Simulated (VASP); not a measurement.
Runs of VASP 6.6.1 on AgBr. The structure is that of space group Fm-3m (No. 225), or close to it. The cells are those of the table. 

| task | spin | cell | smearing | gap on the mesh (eV) | pressure (GPa) | moment (μB) |
| --- | --- | --- | --- | --- | --- | --- |
| relaxation of cell and atoms | off | relaxed to 2 GPa from a = 4.013 Å, angles 60.0, 60.0, 90.0°, 2 atoms | gaussian 0.01 eV | 0.50 | 2.0 | - |
| single point | non-collinear, zero start, SOC | a = 3.838 Å, angles 60.0, 60.0, 90.0°, 2 atoms | fermi-dirac 0.01 eV | - | 10.0 | 0.00 |
| single point | off | a = 3.781 Å, angles 60.0, 60.0, 90.0°, 2 atoms | gaussian 0.01 eV | 0.58 | 15.0 | - |
| relaxation of cell and atoms | off | relaxed to 7 GPa from a = 4.013 Å, angles 60.0, 60.0, 90.0°, 2 atoms | gaussian 0.01 eV | 0.52 | 7.0 | - |
| relaxation of cell and atoms | off | relaxed to -2 GPa from a = 4.013 Å, angles 60.0, 60.0, 90.0°, 2 atoms | gaussian 0.01 eV | 0.50 | -2.0 | - |
| relaxation of cell and atoms | off | relaxed to 15 GPa from a = 4.013 Å, angles 60.0, 60.0, 90.0°, 2 atoms | gaussian 0.01 eV | 0.58 | 15.0 | - |
| relaxation of cell and atoms | off | relaxed to 4 GPa from a = 4.013 Å, angles 60.0, 60.0, 90.0°, 2 atoms | gaussian 0.01 eV | (a) | 4.0 | - |
| single point | non-collinear, zero start, SOC | a = 3.781 Å, angles 60.0, 60.0, 90.0°, 2 atoms | fermi-dirac 0.01 eV | - | 15.0 | 0.00 |

Alike in all rows: level PBEsol; potentials or basis VASP PAW PBE potentials, release 64 (Ag, Br); k mesh 8 × 8 × 8; cutoff (eV) 500.

Question: Fill in the values left out.

Answer: (a) 0.51.

Caveats: the PAW data sets were made with another functional, which shifts forces and pressure a little; the cell is relaxed towards a set pressure, so the run minimises the enthalpy, not the energy (at least some runs); the cell stands under pressure (at least some runs).

A k mesh can miss the band edges, and rows without SOC leave out spin-orbit coupling on Ag, Br.
